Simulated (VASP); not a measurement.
# Ca (Pm-3m) in VASP: further runs, part 2 of 2

VASP 6.6.1. Earlier steps stand in the parts before.

## 3. Single point, PBEsol (strained)

Contents of INCAR:

```
SYSTEM = Ca
  ALGO = Fast
  EDIFF = 1E-6
  ENCUT = 520
  GGA = PS
  ISIF = 2
  ISMEAR = 0
  LASPH = .TRUE.
  LCHARG = .FALSE.
  LREAL = .FALSE.
  LWAVE = .FALSE.
  NBANDS = 11
  NELM = 100
  PREC = Accurate
  SIGMA = 0.1
```

Contents of KPOINTS:

```
k-points
0
G
  12 12 12
  0 0 0
```

Contents of POSCAR:

```
Ca
1.0
    3.4358380830      0.0000000000      0.0000000000
    0.0000000000      3.4358380830      0.0000000000
    0.0000000000      0.0000000000      3.4358380830
Ca
1
Direct
    0.0000000000      0.0000000000      0.0000000000
```

Potentials or basis: VASP PAW PBE potentials, release 64 (Ca_sv).

On the command line:

```
$ cat potpaw_PBE.64/Ca_sv/POTCAR > POTCAR
$ mpirun -np 1 vasp_std > vasp.out
```

OUTCAR:

```text
SYSTEM = Ca
   EDIFF = 1E-6
   ENCUT = 520
   GGA = PS
   ISIF = 2
   ISMEAR = 0
   LASPH = .TRUE.
   LREAL = .FALSE.
   NELM = 100
   PREC = Accurate

 ion  position               nearest neighbor table
   1  0.000  0.000  0.000-

  LATTYP: Found a simple cubic cell.
 ALAT       =     3.4358380830

  Lattice vectors:

 A1 = (   3.4358380830,   0.0000000000,   0.0000000000)
 A2 = (   0.0000000000,   3.4358380830,   0.0000000000)
 A3 = (   0.0000000000,   0.0000000000,   3.4358380830)

Analysis of symmetry for initial positions (statically):
=====================================================================
 Subroutine PRICEL returns:
 Original cell was already a primitive cell.

 Routine SETGRP: Setting up the symmetry group for a
 simple cubic supercell.

 Subroutine GETGRP returns: Found 48 space group operations
 (whereof 48 operations were pure point group operations)
 out of a pool of 48 trial point group operations.

The static configuration has the point symmetry O_h .

Analysis of symmetry for dynamics (positions and initial velocities):
=====================================================================
 Subroutine PRICEL returns:
 Original cell was already a primitive cell.

 Routine SETGRP: Setting up the symmetry group for a
 simple cubic supercell.

 Subroutine GETGRP returns: Found 48 space group operations
 (whereof 48 operations were pure point group operations)
 out of a pool of 48 trial point group operations.

The dynamic configuration has the point symmetry O_h .

 Subroutine INISYM returns: Found 48 space group operations
 (whereof 48 operations are pure point group operations),
 and found     1 'primitive' translations

----------------------------------------------------------------------------------------

                                     Primitive cell

  volume of cell :      40.5600
[... 112 lines left out ...]
   GGA     = PS    functional components
   LHFCALC =     F    Hartree Fock is set to
   AEXX    =    0.0000 exact exchange contribution
   IVDW    =     0    specifies the selected vdW correction
   LEPSILON=     F    determine dielectric tensor
   LRPA    =     F    only Hartree local field effects (RPA)
 non-spin polarized calculation
 RMM-DIIS sequential band-by-band and
 Gauss-broadening in eV      SIGMA  =   0.10
  energy-cutoff  :      520.00
  volume of cell :       40.56
 maximum number of plane-waves:      1108
 NGX is ok and might be reduce to    28
   NGX = 13   NGY = 13   NGZ = 13

 number of electron      10.0000002 magnetization

 Free energy of the ion-electron system (eV)
  ---------------------------------------------------
  ext. energy  EPLUGINS =         0.00000000
  ---------------------------------------------------
  free energy    TOTEN  =        -1.74368944 eV

  energy without entropy =       -1.73971987  energy(sigma->0) =       -1.74170466

 E-fermi :   1.9593     XC(G=0):  -7.9152

 val. band max:        1.9573884161   @ k =   0.5000   0.5000   0.2500
 cond. band min:       1.9841868132   @ k =   0.4167   0.0000   0.0000
 fundamental gap:      0.0267983970
 Fermi energy:         1.9593368147

 k-point     1 :       0.0000    0.0000    0.0000
  band No.  band energies     occupation
      1     -39.9611      2.00000
      2     -20.9076      2.00000
      3     -20.9076      2.00000
      4     -20.9076      2.00000
      5      -1.9956      2.00000
      6       2.7502      0.00000
      7       2.7502      0.00000
      8       6.2634      0.00000
      9       6.2634      0.00000
     10       6.2634      0.00000
     11      10.9560      0.00000
[... 309 lines left out ...]
 k-point    24 :       0.4167    0.3333    0.0000
  band No.  band energies     occupation
      1     -39.9204      2.00000
      2     -21.1293      2.00000
      3     -21.0773      2.00000
      4     -20.8699      2.00000
      5       1.2407      2.00000
      6       2.4447      0.00000
      7       4.0246      0.00000
      8       4.4718      0.00000
      9       5.2289      0.00000
     10       5.4812      0.00000
     11       7.5039      0.00000

 [... further k-points ...]

------------------------ aborting loop because EDIFF is reached ----------------------------------------

  FORCE on cell =-STRESS in cart. coord.  units (eV):
  Direction    XX          YY          ZZ          XY          YZ          ZX
  --------------------------------------------------------------------------------------
  -------------------------------------------------------------------------------------
  Total        0.0343342      0.0343342      0.0343342     -0.0000000      0.0000000     -0.0000000
  in kB        1.3562474      1.3562474      1.3562474     -0.0000000      0.0000000     -0.0000000
  external PRESSURE =       1.3562474 kB  Pullay stress =       0.0000000 kB

 VOLUME and BASIS-vectors are now :
 -----------------------------------------------------------------------------
  energy-cutoff  :      520.00
  volume of cell :       40.56
      direct lattice vectors                 reciprocal lattice vectors
     3.435838083  0.000000000  0.000000000     0.291049804  0.000000000  0.000000000
     0.000000000  3.435838083  0.000000000     0.000000000  0.291049804  0.000000000
     0.000000000  0.000000000  3.435838083     0.000000000  0.000000000  0.291049804

 POSITION                                       TOTAL-FORCE (eV/Angst)
 -----------------------------------------------------------------------------------
      0.00000      0.00000      0.00000         0.000000      0.000000      0.000000
 -----------------------------------------------------------------------------------
    total drift:                               -0.000000     -0.000000     -0.000000

  FREE ENERGIE OF THE ION-ELECTRON SYSTEM (eV)
  ---------------------------------------------------
  free  energy   TOTEN  =        -1.7436894447 eV

  energy  without entropy=       -1.7397198667  energy(sigma->0) =       -1.74170466
```

OSZICAR:

```text
N       E                     dE             d eps       ncg     rms          rms(c)
DAV:   1     0.666432972383E+02    0.66643E+02   -0.50371E+03  1848   0.830E+02
DAV:   2    -0.133002385856E+00   -0.66776E+02   -0.66092E+02  1983   0.207E+02
DAV:   3    -0.167990966408E+01   -0.15469E+01   -0.15299E+01  2679   0.310E+01
DAV:   4    -0.175597030344E+01   -0.76061E-01   -0.75817E-01  2391   0.534E+00
DAV:   5    -0.175754426129E+01   -0.15740E-02   -0.15735E-02  2587   0.677E-01    0.237E+00
RMM:   6    -0.174836023500E+01    0.91840E-02   -0.64072E-03  1934   0.102E+00    0.145E+00
RMM:   7    -0.174336439559E+01    0.49958E-02   -0.21106E-02  2218   0.190E+00    0.130E-01
RMM:   8    -0.174355460466E+01   -0.19021E-03   -0.50729E-03  2390   0.611E-01    0.486E-02
RMM:   9    -0.174366362277E+01   -0.10902E-03   -0.11143E-03  2507   0.314E-01    0.260E-02
RMM:  10    -0.174368094386E+01   -0.17321E-04   -0.29163E-04  2721   0.127E-01    0.112E-02
RMM:  11    -0.174368754024E+01   -0.65964E-05   -0.95660E-05  2727   0.821E-02    0.241E-02
RMM:  12    -0.174368859889E+01   -0.10586E-05   -0.16599E-05  2591   0.386E-02    0.207E-03
RMM:  13    -0.174368944469E+01   -0.84580E-06   -0.59206E-06  2216   0.137E-02
   1 F= -.17436894E+01 E0= -.17417047E+01  d E =-.396958E-02
```

stdout:

```text
POSCAR found type information on POSCAR Ca
 POSCAR found :  1 types and       1 ions
 scaLAPACK will be used
 -----------------------------------------------------------------------------
|                                                                             |
|                                                                             |
|     You enforced a specific xc type in the INCAR file but a different       |
|     I HOPE YOU KNOW WHAT YOU ARE DOING!                                     |
|                                                                             |
 -----------------------------------------------------------------------------

 LDA part: xc-table for (Slater+PW92), standard interpolation
 POSCAR, INCAR and KPOINTS ok, starting setup
 FFT: planning ... GRIDC
 FFT: planning ... GRID_SOFT
 FFT: planning ... GRID
 WAVECAR not read
 entering main loop
```

It took 57 s on 1 thread of Intel Xeon 8259CL, shared host; peak memory 0.17 GiB.

What came out:

```yaml
Free_energy: -1.7437 eV
Pressure: 0.1 GPa
Band_gap_on_the_k_mesh: zero (bands 5 and 6 overlap by 1.11 eV)
```

Caveat: the cell differs from its parent crystal (strained); the PAW data sets were made with another functional, which shifts forces and pressure a little.

## 4. Single point, PBEsol (strained)

Contents of INCAR:

```
PREC = Accurate
ENCUT = 520
EDIFF = 1E-7
ISMEAR = 0
SIGMA = 0.1
LREAL = F
LASPH = T
NELM = 60
ALGO = Fast
ISIF = 2
LWAVE = F
LCHARG = F
GGA = PS
NBANDS = 11
```

Contents of KPOINTS:

```
regular mesh
0
Gamma
  12 12 12
```

Contents of POSCAR:

```
Ca
1.0
    3.5485914559      0.0000000000      0.0000000000
    0.0000000000      3.5485914559      0.0000000000
    0.0000000000      0.0000000000      3.5485914559
Ca
1
Direct
    0.0000000000      0.0000000000      0.0000000000
```

On the command line:

```
$ cat potpaw_PBE.64/Ca_sv/POTCAR > POTCAR
$ mpirun -np 1 vasp_std > vasp.out
```

Run time: 61 s. Hardware: 1 thread of Intel Xeon 8259CL, shared host; peak memory 0.18 GiB.

It converged, with:

| Item | Value |
| --- | --- |
| Free energy | -1.7342 eV |
| Pressure | -0.9 GPa |
| Band gap on the k mesh | zero (bands 5 and 6 overlap by 1.20 eV) |

Levels at points of the mesh, in eV from the Fermi level:
| k point | band 3 | band 4 | band 5 | band 6 | band 7 | band 8 |
| --- | --- | --- | --- | --- | --- | --- |
| (0.00, 0.00, 0.00) | -23.09 | -23.09 | -3.82 | 0.79 | 0.79 | 3.96 |
| (0.50, 0.00, 0.00) | -23.07 | -23.07 | -1.25 | -0.52 | 1.27 | 2.78 |
| (0.50, 0.50, 0.00) | -23.25 | -23.05 | -0.34 | 0.82 | 2.22 | 2.22 |
| (0.50, 0.50, 0.50) | -23.23 | -23.23 | 0.68 | 0.68 | 0.68 | 4.69 |

Caveat: the cell differs from its parent crystal (strained); the PAW data sets were made with another functional, which shifts forces and pressure a little.

## 5. Overview

```tsv
cell	gap on the mesh (eV)	pressure (GPa)
a = 3.370 Å, 1 atom	none	0.9
a = 3.436 Å, 1 atom	none	0.1
a = 3.549 Å, 1 atom	none	-0.9
```

Alike in all rows: task single point; level PBEsol; potentials or basis VASP PAW PBE potentials, release 64 (Ca_sv); no spin polarisation; k mesh 12 × 12 × 12; cutoff (eV) 520; smearing gaussian 0.1 eV.

Caveats: the PAW data sets were made with another functional, which shifts forces and pressure a little.

Absolute energies hang on the potentials; compare differences alone.

The gap in the log of VASP goes by the Fermi energy; the results here count the filled bands.